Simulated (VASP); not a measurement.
Here is a VASP 6.6.1 calculation.

File INCAR:

```
  ALGO = Normal
  EDIFF = 1E-7
  EDIFFG = -0.01
  ENCUT = 600
  GGA = PE
  IBRION = 2
  ISIF = 3
  ISMEAR = 0
  LASPH = T
  LCHARG = F
  LREAL = F
  LWAVE = F
  NELM = 80
  NSW = 100
  PREC = Accurate
  SIGMA = 0.1
```

KPOINTS

```
k-points
0
Gamma
  6 6 6
```

Contents of POSCAR:

```
Mg3Te2
1.0
    5.7852778340      0.0000000000      0.0000000000
   -2.8926389170      5.0101975722      0.0000000000
    0.0000000000      0.0000000000      6.1945778564
Mg Te
3 2
Direct
    0.5000000000      0.0000000000      0.5000000000
    0.0000000000      0.5000000000      0.5000000000
    0.5000000000      0.5000000000      0.5000000000
    0.0000000000      0.0000000000      0.2482070055
    0.0000000000      0.0000000000      0.7517929945
```

Potentials or basis: VASP PAW PBE potentials, release 64 (Mg, Te).

Run with:

```console
$ cat potpaw_PBE.64/Mg/POTCAR potpaw_PBE.64/Te/POTCAR > POTCAR
$ mpirun -np 1 vasp_std > vasp.out
```

**Question.** Predict the band gap on the k mesh.

**Answer.** Zero (bands 9 and 10 overlap by 1.12 eV).

**Question.** Estimate the relaxed cell.

**Answer.** a = 5.824 Å, b = 5.824 Å, c = 6.130 Å, α = 90.00°, β = 90.00°, γ = 120.00°.

**Question.** Predict the relaxed volume.

**Answer.** 36.02 Å³/atom.

Forces on the atoms (eV/Å):
```
Mg   0.000  0.000  0.000
Mg   0.000  0.000  0.000
Mg   0.000  0.000  0.000
Te   0.000  0.000  0.005
Te   0.000  0.000 -0.005
```

Caveat: spin-orbit coupling is left out, which moves the levels of the heavy elements.
